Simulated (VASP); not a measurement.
The system is KTaO3.

```xyz
5
Lattice="3.9883 0.0000 0.0000 0.0000 3.9883 0.0000 0.0000 0.0000 3.9883" Properties=species:S:1:pos:R:3 pbc="T T T"
Ta    0.0000    0.0000    0.0000
K     1.9942    1.9942    1.9942
O     0.0000    0.0000    1.9942
O     0.0000    1.9942    0.0000
O     1.9942    0.0000    0.0000
```

* Program: VASP 6.6.1
* Task: relaxation of cell and atoms
* Functional: BLYP
* Potentials or basis: VASP PAW PBE potentials, release 64 (Ta_pv, K_sv, O)
* Cutoff: 600 eV
* k mesh: 7 × 7 × 7
* Occupations: fermi-dirac, width 0.05 eV
* Spin: no spin polarisation

At the start: pressure 11.5 GPa; volume 12.69 Å³/atom.

How do energy, volume and symmetry change on relaxing?

Over 4 steps the energy falls by 25.2 meV/atom and the volume is 13.43 Å³/atom (+5.8 %); space group Pm-3m (No. 221, to 0.1 Å) before and after.

Step by step:
| step | energy change (eV) | largest force (eV/Å) | pressure (GPa) | volume (Å³) |
| --- | --- | --- | --- | --- |
| 1 | 0.0000 | 0.0000 | 11.46 | 63.44 |
| 2 | 0.0540 | 0.0000 | -10.81 | 72.15 |
| 3 | -0.1260 | 0.0000 | -0.18 | 67.21 |
| 4 | -0.1260 | 0.0000 | 0.03 | 67.14 |

Final structure:
```
Ta K O
1.0
     4.06428    0.00000    0.00000
     0.00000    4.06428    0.00000
     0.00000    0.00000    4.06428
Ta K O
1 1 3
Cartesian
  0.0000 0.0000 0.0000
  2.0321 2.0321 2.0321
  0.0000 0.0000 2.0321
  0.0000 2.0321 0.0000
  2.0321 0.0000 0.0000
```

Caveat: the PAW data sets were made with another functional, which shifts forces and pressure a little.
